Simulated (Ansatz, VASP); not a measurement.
# AsSe4 in VASP and in Ansatz

Contents of INCAR:

```
PREC = Accurate
ENCUT = 600
EDIFF = 1E-6
ISMEAR = 0
SIGMA = 0.1
LREAL = F
LASPH = T
NELM = 80
ALGO = Normal
ISIF = 3
LWAVE = F
LCHARG = F
GGA = PE
IBRION = 2
NSW = 100
EDIFFG = -0.01
```

File KPOINTS:

```
regular mesh
0
Gamma
  8 8 8
```

The input POSCAR:

```
AsSe4
1.0
    4.9449597442      0.0000000000      0.0000000000
    0.0000000000      4.9449597442      0.0000000000
    0.0000000000      0.0000000000      4.9449597442
As Se
1 4
Direct
    0.0000000000      0.0000000000      0.0000000000
    0.2813701690      0.2813701690      0.2813701690
    0.7186298310      0.7186298310      0.2813701690
    0.2813701690      0.7186298310      0.7186298310
    0.7186298310      0.2813701690      0.7186298310
```

Input for Ansatz:

```yaml
crystal:
  lattice:
    - [4.9449597442, 0.0, 0.0]
    - [0.0, 4.9449597442, 0.0]
    - [0.0, 0.0, 4.9449597442]
  atoms:
    - { symbol: As, position: [0.0, 0.0, 0.0] }
    - { symbol: Se, position: [0.281370169, 0.281370169, 0.281370169] }
    - { symbol: Se, position: [0.718629831, 0.718629831, 0.281370169] }
    - { symbol: Se, position: [0.281370169, 0.718629831, 0.718629831] }
    - { symbol: Se, position: [0.718629831, 0.281370169, 0.718629831] }
basis:
  ecutwfc: 420
kpoints:
  mp_grid: { grid: [8, 8, 8] }
hamiltonian:
  xc: pbe
scf:
  occupations: { method: gaussian, width: 0.1 }
output:
  forces: true
  stress: true
  eigenvalues: true
  write_density: true
  write_potential: true
  elf: true
  volumetric_format: npy
relax:
  adjacent_minimum: "off"
  f_tol: 0.01
  max_steps: 80
  cell: { stress_tol: 0.05 }
```

Change from the starting cell: species swapped into the SnI4 type (P-43m, No. 215).

Alike in both runs: task relaxation of cell and atoms; functional PBE; k mesh 8 × 8 × 8; occupations gaussian, width 0.1 eV; no spin polarisation.

|  | VASP | Ansatz |
| --- | --- | --- |
| version | VASP 6.6.1 | Ansatz 0.2.0 |
| potentials or method | VASP PAW PBE potentials, release 64 (As, Se), cutoff 600 eV | scalar-relativistic, plane waves, PAW |
| valence electrons in the cell | 29 | 79 |

|  | VASP | Ansatz | Ansatz less VASP |
| --- | --- | --- | --- |
| gap on the k mesh at the Fermi level, each at its own relaxed structure (eV) | none | none | - |
| relaxed volume (Å³/atom) | 24.23 | 24.18 | -0.044 |
| relaxed cell length with the largest relative difference (Å) | 4.948 | 4.945 | -0.0030 |

A gap of «none» marks a metal or a gap that the smearing closes. VASP's potentials hold 29 valence electrons a cell and Ansatz's 79, so a difference there can come from the potentials and not from the codes.
